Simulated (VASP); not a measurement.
Runs of VASP 6.6.1 on NaI. The structure is cubic, space group F-43m (No. 216). The conventional cell has a = 7.086 Å, b = 7.086 Å, c = 7.086 Å, α = 90.00°, β = 90.00°, γ = 90.00°. Na (site symmetry -43m) has 4 I at 3.07 Å within 4.0 Å. I (site symmetry -43m) has 4 Na at 3.07 Å within 4.0 Å. 

```csv
level,potentials or basis,k mesh,grid for exact exchange (PRECFOCK),screening parameter,gap on the mesh (eV),pressure (GPa)
PBE,"VASP PAW PBE potentials, release 64 (Na_pv, I)",4 × 4 × 4,-,-,3.82,0.4
HSE06,"VASP PAW PBE potentials, release 64 (Na_pv, I)",4 × 4 × 4,Normal,0.2079 1/Å,4.80,0.2
PBE,"VASP PAW PBE potentials, release 64 (Na_pv, I)",6 × 6 × 6,-,-,3.82,0.4
LDA,"VASP PAW LDA potentials, release 64 (Na_pv, I)",4 × 4 × 4,-,-,3.50,(b)
r2SCAN,"VASP PAW PBE potentials, release 64 (Na_pv, I)",4 × 4 × 4,-,-,4.42,(a)
```

Alike in all rows: task single point; no spin polarisation; cell as given; cutoff (eV) 520; smearing gaussian 0.01 eV.

Problem. Estimate the missing entries.

Solution. (a) -0.1; (b) -0.9.

Caveats: spin-orbit coupling is left out, which moves the levels of the heavy elements; the PAW data sets were made with another functional, which shifts forces and pressure a little (some runs).

A k mesh can miss the band edges, and the runs leave out spin-orbit coupling on I.
